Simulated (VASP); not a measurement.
# BaTiO3 (Barioperovskite) (Amm2) in VASP: a series of runs, part 2 of 2

VASP 6.6.1.

### Step 3. Single point, PBEsol

This run uses another cell than the first one, of 13.38 Å³/atom, 1.020 times its volume.

Contents of INCAR:

```
PREC = Accurate ; ENCUT = 520
EDIFF = 1E-6 ; ISMEAR = 0
SIGMA = 0.01 ; LREAL = False
LASPH = True ; NELM = 100
ALGO = Normal ; ISIF = 2
LWAVE = False ; LCHARG = False
GGA = PS ; NBANDS = 28
```

Contents of KPOINTS:

```
regular mesh
0
Gamma
  6 6 6
```

Contents of POSCAR:

```
BaTiO3
1.0
    4.0379468039      0.0000000000      0.0000000000
    0.0000000000      2.8742319127      2.8825904778
    0.0000000000     -2.8742319127      2.8825904778
Ba Ti O
1 1 3
Direct
    0.0000000000      0.0000000000      0.0000000000
    0.5000000000      0.5124000000      0.5124000000
    0.0000000000      0.4874000000      0.4874000000
    0.5000000000      0.5052400000      0.9918400000
    0.5000000000      0.9918400000      0.5052400000
```

Potentials or basis: VASP PAW PBE potentials, release 64 (Ba_sv, Ti_sv, O).

Launch:

```console
> cat potpaw_PBE.64/Ba_sv/POTCAR potpaw_PBE.64/Ti_sv/POTCAR potpaw_PBE.64/O/POTCAR > POTCAR
> mpirun -np 1 vasp_std > vasp.out
```

OUTCAR:

```text
PREC = Accurate
   ENCUT = 520
   EDIFF = 1E-6
   ISMEAR = 0
   LREAL = False
   LASPH = True
   NELM = 100
   ISIF = 2
   GGA = PS

 ion  position               nearest neighbor table
   1  0.000  0.000  0.000-   3 2.81   4 2.85   5 2.85   4 2.85   5 2.85   3 2.88   3 2.88   4 2.88
                             5 2.88   5 2.88   4 2.88   3 2.96   2 3.46   2 3.46   2 3.51   2 3.51
   2  0.500  0.512  0.512-   4 1.95   5 1.95   3 2.02   3 2.02   5 2.12   4 2.12   1 3.46   1 3.46
                             1 3.51   1 3.51   1 3.51   1 3.51   1 3.58   1 3.58
   3  0.000  0.487  0.487-   2 2.02   2 2.02   1 2.81   1 2.88   1 2.88   1 2.96
   4  0.500  0.505  0.992-   2 1.95   2 2.12   1 2.85   1 2.85   1 2.88   1 2.88
   5  0.500  0.992  0.505-   2 1.95   2 2.12   1 2.85   1 2.85   1 2.88   1 2.88

  LATTYP: Found a base centered orthorhombic cell.
 ALAT       =     5.7484638254
 B/A-ratio  =     1.0029081039
 C/A-ratio  =     0.7024392823

  Lattice vectors:

 A1 = (   0.0000000000,   2.8742319127,  -2.8825904778)
 A2 = (   0.0000000000,   2.8742319127,   2.8825904778)
 A3 = (   4.0379468039,   0.0000000000,   0.0000000000)

Analysis of symmetry for initial positions (statically):
=====================================================================
 Subroutine PRICEL returns:
 Original cell was already a primitive cell.

 Routine SETGRP: Setting up the symmetry group for a
 base centered orthorhombic supercell.

 Subroutine GETGRP returns: Found  4 space group operations
 (whereof  4 operations were pure point group operations)
 out of a pool of  8 trial point group operations.

The static configuration has the point symmetry C_2v.

Analysis of symmetry for dynamics (positions and initial velocities):
=====================================================================
 Subroutine PRICEL returns:
 Original cell was already a primitive cell.

 Routine SETGRP: Setting up the symmetry group for a
 base centered orthorhombic supercell.

 Subroutine GETGRP returns: Found  4 space group operations
 (whereof  4 operations were pure point group operations)
 out of a pool of  8 trial point group operations.

The dynamic configuration has the point symmetry C_2v.

 Subroutine INISYM returns: Found  4 space group operations
 (whereof  4 operations are pure point group operations),
 and found     1 'primitive' translations

----------------------------------------------------------------------------------------

                                     Primitive cell

  volume of cell :      66.9107

  direct lattice vectors                    reciprocal lattice vectors
     4.037946804  0.000000000  0.000000000     0.247650613  0.000000000  0.000000000
     0.000000000  2.874231913  2.882590478     0.000000000  0.173959519  0.173455093
     0.000000000 -2.874231913  2.882590478     0.000000000 -0.173959519  0.173455093

  length of vectors
     4.037946804  4.070692441  4.070692441     0.247650613  0.245659487  0.245659487

  position of ions in fractional coordinates (direct lattice)
     0.000000000  0.000000000  0.000000000
     0.500000000  0.512400000  0.512400000
     0.000000000  0.487400000  0.487400000
     0.500000000  0.505240000  0.991840000
     0.500000000  0.991840000  0.505240000

[... 35 lines left out ...]
            Coordinates               Weight
  0.000000  0.000000  0.000000      1.000000
  0.166667  0.000000  0.000000      2.000000
  0.333333  0.000000  0.000000      2.000000
  0.500000  0.000000  0.000000      1.000000
  0.000000  0.166667  0.000000      4.000000
  0.166667  0.166667  0.000000      8.000000
[... 16 lines left out ...]
  0.333333  0.333333  0.166667      8.000000
  0.500000  0.333333  0.166667      4.000000
 [... further k-points ...]
   k-points           NKPTS =     52   k-points in BZ     NKDIM =     52   number of bands    NBANDS=     28
   number of dos      NEDOS =    301   number of ions     NIONS =      5
   total plane-waves  NPLWV =  27000
   dimension x,y,z NGX =    30 NGY =   30 NGZ =   30
   dimension x,y,z NGXF=    60 NGYF=   60 NGZF=   60
   ions per type =               1   1   3
   NGX,Y,Z   is equivalent  to a cutoff of  12.35, 12.25, 12.25 a.u.
   NGXF,Y,Z  is equivalent  to a cutoff of  24.70, 24.50, 24.50 a.u.
 SYSTEM =  unknown system
   PREC   = accura    normal or accurate (medium, high low for compatibility)
   ISTART =      0    job   : 0-new  1-cont  2-samecut
   ICHARG =      2    charge: 1-file 2-atom 10-const
   ISPIN  =      1    spin polarized calculation?
   LNONCOLLINEAR =      F non collinear calculations
   LSORBIT =      F    spin-orbit coupling
   LASPH  =      T    aspherical Exc in radial PAW
   ENCUT  =  520.0 eV  38.22 Ry    6.18 a.u.   7.51  7.57  7.57*2*pi/ulx,y,z
   NELM   =    100;   NELMIN=  2; NELMDL= -5     # of ELM steps
   EDIFF  = 0.1E-05   stopping-criterion for ELM
   LREAL  =      F    real-space projection
   EDIFFG = 0.1E-04   stopping-criterion for IOM
   NSW    =      0    number of steps for IOM
   IBRION =     -1    ionic relax: 0-MD 1-quasi-New 2-CG
   NFREE  =      0    steps in history (QN), initial steepest desc. (CG)
   ISIF   =      2    stress and relaxation
   ISYM   =      2    0-nonsym 1-usesym 2-fastsym
   POTIM  = 0.5000    time-step for ionic-motion
   TEBEG  =    0.0;   TEEND  =   0.0 temperature during run
   PSTRESS=    0.0 pullay stress
   NELECT =      40.0000    total number of electrons
   NUPDOWN=      -1.0000    fix difference up-down
   EMIN   =  10.00;   EMAX   =-10.00  energy-range for DOS
   EFERMI =   0.00;   METHOD = LEGACY
   ISMEAR =     0;   SIGMA  =   0.01  broadening in eV -4-tet -1-fermi 0-gaus
   EFERMI_NEDOS =   21; number of points for ismear=-14 and -15
   IALGO  =     38    algorithm
   IMIX   =      4    mixing-type and parameters
     AMIX     =   0.40;   BMIX     =  1.00
     AMIX_MAG =   1.60;   BMIX_MAG =  1.00
  volume/ion in A,a.u.               =      13.38        90.31
  Fermi-wavevector in a.u.,A,eV,Ry     =   1.379102  2.606125 25.877223  1.901922
  Thomas-Fermi vector in A             =   2.504102
   LORBIT       =      0    0 simple, 1 ext, 2 COOP (PROOUT), +10 PAW based schemes
   GGA     = PS    functional components
   LHFCALC =     F    Hartree Fock is set to
   AEXX    =    0.0000 exact exchange contribution
   IVDW    =     0    specifies the selected vdW correction
   LEPSILON=     F    determine dielectric tensor
   LRPA    =     F    only Hartree local field effects (RPA)
 non-spin polarized calculation
 Gauss-broadening in eV      SIGMA  =   0.01
  energy-cutoff  :      520.00
  volume of cell :       66.91
 maximum number of plane-waves:      1824
   NGX = 15   NGY = 15   NGZ = 15

 number of electron      39.9999996 magnetization

 Free energy of the ion-electron system (eV)
  ---------------------------------------------------
  ext. energy  EPLUGINS =         0.00000000
  ---------------------------------------------------
  free energy    TOTEN  =       -41.89560993 eV

  energy without entropy =      -41.89560993  energy(sigma->0) =      -41.89560993

 E-fermi :   3.4413     XC(G=0): -11.2896

 val. band max:        3.3664778891   @ k =   0.5000   0.5000   0.5000
 cond. band min:       5.0927710504   @ k =   0.0000   0.0000   0.0000
 fundamental gap:      1.7262931613
 Fermi energy:         3.4412549859

 k-point     1 :       0.0000    0.0000    0.0000
  band No.  band energies     occupation
      1     -53.1020      2.00000
      2     -29.4184      2.00000
      3     -29.4178      2.00000
      4     -29.4034      2.00000
      5     -21.5022      2.00000
      6     -13.3475      2.00000
[... 733 lines left out ...]
     27      11.2667      0.00000
     28      11.6460      0.00000

 [... further k-points ...]

------------------------ aborting loop because EDIFF is reached ----------------------------------------

  FORCE on cell =-STRESS in cart. coord.  units (eV):
  Direction    XX          YY          ZZ          XY          YZ          ZX
  --------------------------------------------------------------------------------------
  -------------------------------------------------------------------------------------
  Total       -3.3460585     -3.2851250     -3.5236767      0.0000000      0.0000000      0.0000000
  in kB      -80.1214429    -78.6623903    -84.3745169      0.0000000      0.0000000      0.0000000
  external PRESSURE =     -81.0527834 kB  Pullay stress =       0.0000000 kB

 VOLUME and BASIS-vectors are now :
 -----------------------------------------------------------------------------
  energy-cutoff  :      520.00
  volume of cell :       66.91
      direct lattice vectors                 reciprocal lattice vectors
     4.037946804  0.000000000  0.000000000     0.247650613  0.000000000  0.000000000
     0.000000000  2.874231913  2.882590478     0.000000000  0.173959519  0.173455093
     0.000000000 -2.874231913  2.882590478     0.000000000 -0.173959519  0.173455093

 POSITION                                       TOTAL-FORCE (eV/Angst)
 -----------------------------------------------------------------------------------
      0.00000      0.00000      0.00000         0.000000      0.000000      0.147183
      2.01897      0.00000      2.95408         0.000000      0.000000      0.376142
      0.00000      0.00000      2.80995         0.000000      0.000000      0.234516
      2.01897     -1.39860      4.31547         0.000000      0.143926     -0.378920
      2.01897      1.39860      4.31547         0.000000     -0.143926     -0.378920
 -----------------------------------------------------------------------------------
    total drift:                                0.000000      0.000001      0.001356

  FREE ENERGIE OF THE ION-ELECTRON SYSTEM (eV)
  ---------------------------------------------------
  free  energy   TOTEN  =       -41.8956099307 eV

  energy  without entropy=      -41.8956099307  energy(sigma->0) =      -41.89560993
```

stdout:

```text
POSCAR found type information on POSCAR BaTiO
 POSCAR found :  3 types and       5 ions
 scaLAPACK will be used
 -----------------------------------------------------------------------------
|                                                                             |
|                                                                             |
|     You enforced a specific xc type in the INCAR file but a different       |
|     I HOPE YOU KNOW WHAT YOU ARE DOING!                                     |
|                                                                             |
 -----------------------------------------------------------------------------

 LDA part: xc-table for (Slater+PW92), standard interpolation
 POSCAR, INCAR and KPOINTS ok, starting setup
 FFT: planning ... GRIDC
 FFT: planning ... GRID_SOFT
 FFT: planning ... GRID
 WAVECAR not read
 entering main loop
```

It took 48 s on 1 thread of Intel Xeon 6975P-C (Granite Rapids), shared host; peak memory 0.24 GiB.

Results:

| Item | Value |
| --- | --- |
| Free energy | -41.8956 eV |
| Pressure | -8.1 GPa |
| Largest force | 0.405 eV/Å |
| Band gap on the k mesh | 1.73 eV, indirect (least direct gap 1.97 eV) |

Forces in eV/Å, atoms in the order of the input:
```
Ba   0.000  0.000  0.147
Ti   0.000  0.000  0.376
O    0.000  0.000  0.235
O    0.000  0.144 -0.379
O    0.000 -0.144 -0.379
```

Stress tensor (GPa, compression positive):
```
-8.01  0.00  0.00
 0.00 -7.87  0.00
 0.00  0.00 -8.44
```

Caveat: the PAW data sets were made with another functional, which shifts forces and pressure a little; spin-orbit coupling is left out, which moves the levels of the heavy elements.

### Step 4. Single point, PBEsol

This run uses another cell than the first one, of 13.64 Å³/atom, 1.039 times its volume.

Contents of INCAR:

```
  PREC = Accurate
  ENCUT = 520
  EDIFF = 1E-6
  ISMEAR = 0
  SIGMA = 0.01
  LREAL = F
  LASPH = T
  NELM = 100
  ALGO = Normal
  ISIF = 2
  LWAVE = F
  LCHARG = F
  GGA = PS
  NBANDS = 28
```

Contents of KPOINTS:

```
Automatic mesh
0
Gamma
  6 6 6
```

POSCAR, as its differences from that of step 3:

```diff
@@ -2,5 +2,5 @@
 1.0
-    4.0379468039      0.0000000000      0.0000000000
-    0.0000000000      2.8742319127      2.8825904778
-    0.0000000000     -2.8742319127      2.8825904778
+    4.0636669038      0.0000000000      0.0000000000
+    0.0000000000      2.8925396159      2.9009514217
+    0.0000000000     -2.8925396159      2.9009514217
 Ba Ti O
```

Launch:

```console
> cat potpaw_PBE.64/Ba_sv/POTCAR potpaw_PBE.64/Ti_sv/POTCAR potpaw_PBE.64/O/POTCAR > POTCAR
> mpirun -np 1 vasp_std > vasp.out
```

Wall time 55 s (1 thread of Intel Xeon 6975P-C (Granite Rapids), shared host); peak memory 0.24 GiB.

Results (log left out):

| Property | Result |
| --- | --- |
| Free energy | -41.8215 eV |
| Pressure | -10.7 GPa |
| Largest force | 0.471 eV/Å |
| Band gap on the k mesh | 1.69 eV, indirect (least direct gap 1.94 eV) |

Forces on the atoms (eV/Å):
```
Ba   0.000  0.000  0.144
Ti   0.000  0.000  0.464
O    0.000  0.000  0.240
O    0.000  0.205 -0.424
O    0.000 -0.205 -0.424
```

Stress tensor (GPa, compression positive):
```
-10.57   0.00   0.00
  0.00 -10.43   0.00
  0.00   0.00 -10.97
```

Levels at points of the mesh, in eV from the valence-band top:
| k point | band 16 | band 17 | band 18 | band 19 | band 20 | band 21 | band 22 | band 23 | band 24 | band 25 |
| --- | --- | --- | --- | --- | --- | --- | --- | --- | --- | --- |
| (0.00, 0.00, 0.00) | -1.07 | -1.02 | -0.39 | -0.30 | -0.25 | 1.69 | 1.75 | 1.89 | 3.66 | 3.70 |
| (0.50, 0.00, 0.00) | -1.87 | -1.75 | -1.69 | -0.83 | -0.78 | 1.87 | 3.22 | 3.30 | 3.64 | 5.35 |
| (0.00, 0.50, 0.00) | -1.87 | -1.79 | -1.61 | -0.82 | -0.75 | 1.91 | 3.25 | 3.28 | 3.68 | 5.46 |
| (0.50, 0.50, 0.00) | -2.52 | -1.75 | -0.93 | -0.91 | -0.08 | 3.26 | 3.28 | 3.64 | 4.32 | 7.07 |
| (0.00, 0.50, 0.50) | -2.52 | -1.69 | -0.94 | -0.90 | -0.13 | 3.25 | 3.31 | 3.63 | 4.43 | 7.10 |
| (0.50, 0.50, 0.50) | -2.43 | -2.42 | -0.04 | -0.01 | 0.00 | 3.82 | 3.86 | 3.87 | 6.24 | 6.31 |

Caveat: the PAW data sets were made with another functional, which shifts forces and pressure a little; spin-orbit coupling is left out, which moves the levels of the heavy elements.

### Step 5. The runs side by side

| cell | gap on the mesh (eV) | pressure (GPa) | largest force (eV/Å) |
| --- | --- | --- | --- |
| a = 4.012, b = 4.044, c = 4.044 Å, angles 89.8, 90.0, 90.0°, 5 atoms | 1.76 | -5.3 | 0.34 |
| a = 4.038, b = 4.071, c = 4.071 Å, angles 89.8, 90.0, 90.0°, 5 atoms | 1.73 | -8.1 | 0.41 |
| a = 4.064, b = 4.097, c = 4.097 Å, angles 89.8, 90.0, 90.0°, 5 atoms | 1.69 | -10.7 | 0.47 |

Alike in all rows: task single point; level PBEsol; potentials or basis VASP PAW PBE potentials, release 64 (Ba_sv, Ti_sv, O); no spin polarisation; k mesh 6 × 6 × 6; cutoff (eV) 520; smearing gaussian 0.01 eV.

Caveats: the PAW data sets were made with another functional, which shifts forces and pressure a little; spin-orbit coupling is left out, which moves the levels of the heavy elements.

Total energies depend on the potentials used, so only differences within one code and one set of settings carry meaning.
